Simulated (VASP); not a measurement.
A run of VASP 6.6.1 is set up as follows.

The input INCAR:

```
PREC = Accurate
ENCUT = 520
EDIFF = 1E-7
ISMEAR = -1
SIGMA = 0.05
LREAL = False
LASPH = True
NELM = 100
ALGO = Normal
ISIF = 2
LWAVE = False
LCHARG = False
GGA = RE
NBANDS = 18
```

The input KPOINTS:

```
regular mesh
0
Gamma
  11 11 5
```

The input POSCAR:

```
Ta
1.0
    2.9003720726      0.0000000000      0.0000000000
   -1.4501860363      2.5117958953      0.0000000000
    0.0000000000      0.0000000000      5.1662740000
Ta
2
Direct
    0.3333333333      0.6666666667      0.2500000000
    0.6666666667      0.3333333333      0.7500000000
```

Potentials or basis: VASP PAW PBE potentials, release 64 (Ta_pv).

Launch:

```bash
$ cat potpaw_PBE.64/Ta_pv/POTCAR > POTCAR
$ mpirun -np 1 vasp_std > vasp.out
```

(1) What does it give for the band gap on the k mesh?

(2) Estimate the pressure.

Answers

(1) zero (band 11 reaches 6.53 eV, above the bottom of band 12 at 5.09 eV).

(2) 1.4 GPa.

Caveat: the PAW data sets were made with another functional, which shifts forces and pressure a little; spin-orbit coupling is left out, which moves the levels of the heavy elements.
